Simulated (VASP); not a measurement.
# AlN (F-43m) in VASP: a series of runs, part 2 of 2

VASP 6.6.1. The steps go on from the part before.

**6. Relaxation of cell and atoms, HF**

POSCAR

```
AlN
1.0
    0.0000000000      2.1839935596      2.1839935596
    2.1839935596      0.0000000000      2.1839935596
    2.1839935596      2.1839935596      0.0000000000
Al N
1 1
Direct
    0.0000000000      0.0000000000      0.0000000000
    0.2500000000      0.2500000000      0.2500000000
```

INCAR.step1

```
SYSTEM = AlN
PREC = Accurate
ENCUT = 600
EDIFF = 1E-5
ISMEAR = -1
SIGMA = 0.05
LREAL = .False.
LASPH = .True.
NELM = 80
ALGO = Normal
LWAVE = .True.
LCHARG = .False.
GGA = PE
NBANDS = 11
```

INCAR.step2

```
SYSTEM = AlN
PREC = Accurate
ENCUT = 600
EDIFF = 1E-7
ISMEAR = -1
SIGMA = 0.05
LREAL = .False.
LASPH = .True.
NELM = 80
ALGO = Normal
ISIF = 3
LWAVE = .False.
LCHARG = .False.
GGA = PE
LHFCALC = .True.
AEXX = 1.0
ALDAC = 0.0
AGGAC = 0.0
PRECFOCK = Normal
IBRION = 2
NSW = 60
EDIFFG = -0.01
ISTART = 1
```

KPOINTS

```
regular mesh
0
Gamma
  5 5 5
  0 0 0
```

Potentials or basis: VASP PAW PBE potentials, release 64 (Al, N).

Started as:

```sh
cat potpaw_PBE.64/Al/POTCAR potpaw_PBE.64/N/POTCAR > POTCAR
cp INCAR.step1 INCAR
mpirun -np 1 vasp_std > vasp.out
cp INCAR.step2 INCAR
mpirun -np 1 vasp_std > vasp.out
```

OUTCAR:

```text
SYSTEM = AlN
   PREC = Accurate
   ENCUT = 600
   EDIFF = 1E-7
   ISMEAR = -1
   LREAL = .False.
   LASPH = .True.
   NELM = 80
   ISIF = 3
   GGA = PE
   LHFCALC = .True.
   AEXX = 1.0
   PRECFOCK = Normal
   IBRION = 2
   NSW = 60
   EDIFFG = -0.01
   ISTART = 1

 ion  position               nearest neighbor table
   1  0.000  0.000  0.000-   2 1.89   2 1.89   2 1.89   2 1.89
   2  0.250  0.250  0.250-   1 1.89   1 1.89   1 1.89   1 1.89

  LATTYP: Found a face centered cubic cell.
 ALAT       =     4.3679871192

  Lattice vectors:

 A1 = (   0.0000000000,   2.1839935596,   2.1839935596)
 A2 = (   2.1839935596,   0.0000000000,   2.1839935596)
 A3 = (   2.1839935596,   2.1839935596,   0.0000000000)

Analysis of symmetry for initial positions (statically):
=====================================================================
 Subroutine PRICEL returns:
 Original cell was already a primitive cell.

 Routine SETGRP: Setting up the symmetry group for a
 face centered cubic supercell.

 Subroutine GETGRP returns: Found 24 space group operations
 (whereof 24 operations were pure point group operations)
 out of a pool of 48 trial point group operations.

The static configuration has the point symmetry T_d .

Analysis of symmetry for dynamics (positions and initial velocities):
=====================================================================
 Subroutine PRICEL returns:
 Original cell was already a primitive cell.

 Routine SETGRP: Setting up the symmetry group for a
 face centered cubic supercell.

 Subroutine GETGRP returns: Found 24 space group operations
 (whereof 24 operations were pure point group operations)
[... 98 lines left out ...]
   NELECT =       8.0000    total number of electrons
   NUPDOWN=      -1.0000    fix difference up-down
   EMIN   =  10.00;   EMAX   =-10.00  energy-range for DOS
   EFERMI =   0.00;   METHOD = LEGACY
   ISMEAR =    -1;   SIGMA  =   0.05  broadening in eV -4-tet -1-fermi 0-gaus
   EFERMI_NEDOS =   21; number of points for ismear=-14 and -15
   IALGO  =     38    algorithm
   IMIX   =      1    mixing-type and parameters
     AMIX     =   0.40;   BMIX     =  1.00
     AMIX_MAG =   1.60;   BMIX_MAG =  1.00
  volume/ion in A,a.u.               =      10.42        70.30
  Fermi-wavevector in a.u.,A,eV,Ry     =   1.189899  2.248583 19.263943  1.415860
  Thomas-Fermi vector in A             =   2.325996
   LORBIT       =      0    0 simple, 1 ext, 2 COOP (PROOUT), +10 PAW based schemes
   GGA     = PE    functional components
   LHFCALC =     T    Hartree Fock is set to
   PRECFOCK=normal    Normal, Fast or Accurate (Low or Medium for compatibility)
   ENCUT4O =  -1.0   cutoff for four orbital integrals eV
   NKREDX  =     1    reduce k-point grid by
   NKREDY  =     1    reduce k-point grid by
   NKREDZ  =     1    reduce k-point grid by
   AEXX    =    1.0000 exact exchange contribution
   HFSCREEN=    0.0000 screening length (either q_TF or 0.3 A-1)
   HFSCREENC=   0.0000 screening length for correlation (either q_TF or 0.3 A-1)
   ENCUTFOCK=  -1.0 apply spherical cutoff to Coloumb kernel
   IVDW    =     0    specifies the selected vdW correction
   LEPSILON=     F    determine dielectric tensor
   LRPA    =     F    only Hartree local field effects (RPA)
 conjugate gradient relaxation of ions
 non-spin polarized calculation
  energy-cutoff  :      600.00
  volume of cell :       20.83
 maximum number of plane-waves:       725
 NGX is ok and might be reduce to    28
  NGX = 20; NGY = 20; NGZ = 20

--------------------------------------- Ionic step        1  -------------------------------------------

 number of electron       7.9999999 magnetization

 Free energy of the ion-electron system (eV)
  ---------------------------------------------------
  ext. energy  EPLUGINS =         0.00000000
  ---------------------------------------------------
  free energy    TOTEN  =       -27.38480958 eV

  energy without entropy =      -27.38480958  energy(sigma->0) =      -27.38480958

------------------------ aborting loop because EDIFF is reached ----------------------------------------

  FORCE on cell =-STRESS in cart. coord.  units (eV):
  Direction    XX          YY          ZZ          XY          YZ          ZX
  --------------------------------------------------------------------------------------
  -------------------------------------------------------------------------------------
  Total       -0.1808898     -0.1808898     -0.1808898      0.0000000     -0.0000000      0.0000000
  in kB      -13.9104283    -13.9104283    -13.9104283      0.0000000     -0.0000000      0.0000000
  external PRESSURE =     -13.9104283 kB  Pullay stress =       0.0000000 kB
[... 59 lines left out ...]
--------------------------------------- Ionic step        3  -------------------------------------------

 number of electron       8.0000000 magnetization

 Free energy of the ion-electron system (eV)
  ---------------------------------------------------
  ext. energy  EPLUGINS =         0.00000000
  ---------------------------------------------------
  free energy    TOTEN  =       -27.38537066 eV

  energy without entropy =      -27.38537066  energy(sigma->0) =      -27.38537066

 E-fermi :   2.9150     XC(G=0):   0.0000

 val. band max:        1.8681659522   @ k =   0.0000   0.0000   0.0000
 cond. band min:      14.3482400579   @ k =   0.0000   0.0000   0.0000
 fundamental gap:     12.4800741057
 Fermi energy:         2.9149771958

 k-point     1 :       0.0000    0.0000    0.0000
  band No.  band energies     occupation
      1     -19.2103      2.00000
      2       1.8682      2.00000
      3       1.8682      2.00000
      4       1.8682      2.00000
      5      14.3482      0.00000
      6      21.4541      0.00000
      7      24.9421      0.00000
      8      24.9421      0.00000
[... 126 lines left out ...]
  FREE ENERGIE OF THE ION-ELECTRON SYSTEM (eV)
  ---------------------------------------------------
  free  energy   TOTEN  =       -27.3853706613 eV

  energy  without entropy=      -27.3853706612  energy(sigma->0) =      -27.38537066

 reached required accuracy - stopping structural energy minimisation
```

OSZICAR.step1:

```text
N       E                     dE             d eps       ncg     rms          rms(c)
DAV:   1     0.135405440090E+02    0.13541E+02   -0.41694E+03   220   0.682E+02
DAV:   2    -0.161174878177E+02   -0.29658E+02   -0.28048E+02   261   0.150E+02
DAV:   3    -0.172148657009E+02   -0.10974E+01   -0.10957E+01   282   0.281E+01
DAV:   4    -0.172214734191E+02   -0.66077E-02   -0.66075E-02   250   0.221E+00
DAV:   5    -0.172215567292E+02   -0.83310E-04   -0.83310E-04   274   0.243E-01    0.862E+00
DAV:   6    -0.148449414185E+02    0.23766E+01   -0.11876E+01   274   0.181E+01    0.282E+00
DAV:   7    -0.148405816998E+02    0.43597E-02   -0.16860E-01   247   0.318E+00    0.204E+00
DAV:   8    -0.148354467636E+02    0.51349E-02   -0.26568E-02   244   0.167E+00    0.565E-01
DAV:   9    -0.148342095662E+02    0.12372E-02   -0.32379E-03   253   0.367E-01    0.232E-01
DAV:  10    -0.148342564059E+02   -0.46840E-04   -0.46048E-04   241   0.140E-01    0.193E-02
DAV:  11    -0.148342644414E+02   -0.80355E-05   -0.17964E-05   256   0.293E-02
   1 F= -.14834264E+02 E0= -.14834264E+02  d E =-.652651E-10
```

Run time: 10 min. Hardware: 1 thread of Intel Xeon Platinum 8259CL at 2.50GHz (Skylake/Cascade Lake), shared host; peak memory 0.16 GiB.

Results:

```yaml
Free_energy: -27.3854 eV
Relaxed_volume: 10.35 Å³/atom
Relaxed_cell: a = 3.082 Å, b = 3.082 Å, c = 3.082 Å, α = 60.00°, β = 60.00°, γ = 60.00°
Space_group_after_relaxing_to_0.05_Å: F-43m (No. 216)
Energy_gained_by_relaxing: 0.3 meV/atom
Ionic_steps: 3
Pressure_after_relaxing: 0.0 GPa
Band_gap_on_the_k_mesh: 12.48 eV, direct
```

The path:
| step | energy change (eV) | largest force (eV/Å) | pressure (GPa) | volume (Å³) |
| --- | --- | --- | --- | --- |
| 1 | 0.0000 | 0.0000 | -1.39 | 20.83 |
| 2 | 0.0001 | 0.0000 | 1.60 | 20.56 |
| 3 | -0.0006 | 0.0000 | -0.01 | 20.71 |

Final structure:
```yaml
crystal:
  lattice:
    - [0.00000, 2.17948, 2.17948]
    - [2.17948, 0.00000, 2.17948]
    - [2.17948, 2.17948, 0.00000]
  atoms:
    - { symbol: Al, position: [0.00000, 0.00000, 0.00000] }
    - { symbol: N, position: [0.25000, 0.25000, 0.25000] }
```

Caveat: the k points lie up to 0.50 Å⁻¹ apart in the final cell; the PAW data sets were made with another functional, which shifts forces and pressure a little.

**7. Summary**

```csv
task,level,cell,k mesh,cutoff (eV),smearing,grid for exact exchange (PRECFOCK),gap on the mesh (eV),pressure (GPa)
single point,PBE0,"a = 3.089 Å, angles 60.0°, 2 atoms",6 × 6 × 6,520,fermi-dirac 0.05 eV,Normal,5.31,-0.6
single point,PBE,"a = 3.089 Å, angles 60.0°, 2 atoms",10 × 10 × 10,600,gaussian 0.025 eV,-,3.32,4.5
single point,BLYP+D3(BJ),"a = 3.081 Å, angles 60.0°, 2 atoms",10 × 10 × 10,600,fermi-dirac 0.05 eV,-,3.68,0.3
single point,HF,"a = 3.083 Å, angles 60.0°, 2 atoms",5 × 5 × 5,520,fermi-dirac 0.05 eV,Normal,12.47,-0.5
relaxation of cell and atoms,HF,"relaxed from a = 3.089 Å, angles 60.0°, 2 atoms",5 × 5 × 5,600,fermi-dirac 0.05 eV,Normal,12.48,0.0
```

Alike in all rows: potentials or basis VASP PAW PBE potentials, release 64 (Al, N); no spin polarisation.

Caveats: some runs use coarse meshes; the PAW data sets were made with another functional, which shifts forces and pressure a little (some runs).

Absolute energies hang on the potentials; compare differences alone.
